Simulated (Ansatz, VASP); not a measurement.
**Ru in VASP and in Ansatz**

```
Ru
1.0
     2.69077    0.00000    0.00000
     1.34539    2.33028    0.00000
     0.00000    0.00000   26.61925
Ru
6
Direct
  0.66667 0.66667 0.30326
  0.00000 0.00000 0.37979
  0.66667 0.66667 0.45952
  0.00000 0.00000 0.54048
  0.66667 0.66667 0.62021
  0.00000 0.00000 0.69674
```

Alike in both runs: functional PBEsol; k mesh 14 × 14 × 1; no spin polarisation.

Ansatz relaxed the structure, and its values are those at the end. VASP's run is a single point on that final structure, the one shown.

|  | VASP | Ansatz |
| --- | --- | --- |
| version | VASP 6.6.1 | Ansatz 0.2.0 |
| potentials or method | VASP PAW PBE potentials, release 64 (Ru_pv) | plane-wave PAW, scalar-relativistic |
| plane-wave cutoff (eV) | 520 | 420 |
| occupations | methfessel-paxton of order 1, width 0.1 eV | cold, width 0.1 eV |
| valence electrons in the cell | 84 | 96 |

VASP gave:

| Item | Value |
| --- | --- |
| rms of the force components (eV/Å) | 0.009 |

Task: Which values does Ansatz return?

Result: rms of the force components (eV/Å): 0.001.

VASP's potentials were made for PBE, not for PBEsol. VASP's potentials hold 84 valence electrons a cell and Ansatz's 96, so a difference there can come from the potentials and not from the codes.
